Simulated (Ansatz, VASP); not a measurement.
**Y3F2: VASP beside Ansatz**

File INCAR:

```
SYSTEM = Y3F2
ALGO = Normal
EDIFF = 1E-6
EDIFFG = -0.08
ENCUT = 600
GGA = PE
IBRION = 2
ISIF = 3
ISMEAR = 0
LASPH = .TRUE.
LCHARG = .FALSE.
LREAL = .FALSE.
LWAVE = .FALSE.
NELM = 60
NSW = 36
PREC = Accurate
SIGMA = 0.2
```

The input KPOINTS:

```
k-points
0
G
  6 6 6
  0 0 0
```

Contents of POSCAR:

```
Y3F2
1.0
   -1.8250000000      1.8250000000      6.7500000000
    1.8250000000     -1.8250000000      6.7500000000
    1.8250000000      1.8250000000     -6.7500000000
Y F
3 2
Direct
    0.3450000000      0.3450000000      0.0000000000
    0.6550000000      0.6550000000      0.0000000000
    0.0000000000      0.0000000000      0.0000000000
    0.2500000000      0.7500000000      0.5000000000
    0.7500000000      0.2500000000      0.5000000000
```

Input for Ansatz:

```yaml
crystal:
  lattice:
    - [-1.825, 1.825, 6.75]
    - [1.825, -1.825, 6.75]
    - [1.825, 1.825, -6.75]
  atoms:
    - { symbol: "Y", position: [0.345, 0.345, 0.0] }
    - { symbol: "Y", position: [0.655, 0.655, 0.0] }
    - { symbol: "Y", position: [0.0, 0.0, 0.0] }
    - { symbol: F, position: [0.25, 0.75, 0.5] }
    - { symbol: F, position: [0.75, 0.25, 0.5] }
basis:
  ecutwfc: 420
kpoints:
  mp_grid: { grid: [6, 6, 6] }
hamiltonian:
  xc: pbe
scf:
  occupations: { method: gaussian, width: 0.2 }
  lower_state_search: "off"
output:
  forces: true
  stress: true
  eigenvalues: true
relax:
  adjacent_minimum: "off"
  f_tol: 0.08
  max_steps: 16
  cell: { stress_tol: 0.8 }
```

Alike in both runs: task relaxation of cell and atoms; functional PBE; k mesh 6 × 6 × 6; occupations gaussian, width 0.2 eV; no spin polarisation.

|  | VASP | Ansatz |
| --- | --- | --- |
| version | VASP 6.6.1 | Ansatz 0.2.0 |
| potentials or method | VASP PAW PBE potentials, release 64 (Y_sv, F), cutoff 600 eV | scalar-relativistic, plane waves, PAW |
| valence electrons in the cell | 47 | 47 |

```csv
,VASP,Ansatz,Ansatz less VASP
"gap on the k mesh at the Fermi level, each at its own relaxed structure (eV)",none,none,-
relaxed volume (Å³/atom),22.44,22.72,+0.283
relaxed cell length with the largest relative difference (Å),8.712,8.780,+0.0682
```

A gap of «none» marks a metal or a gap that the smearing closes.

The k mesh is coarse, so the values compare programs but aren't converged. Noted on VASP's run: the volume moved by over 15 % at a fixed basis, so the end points are rough.
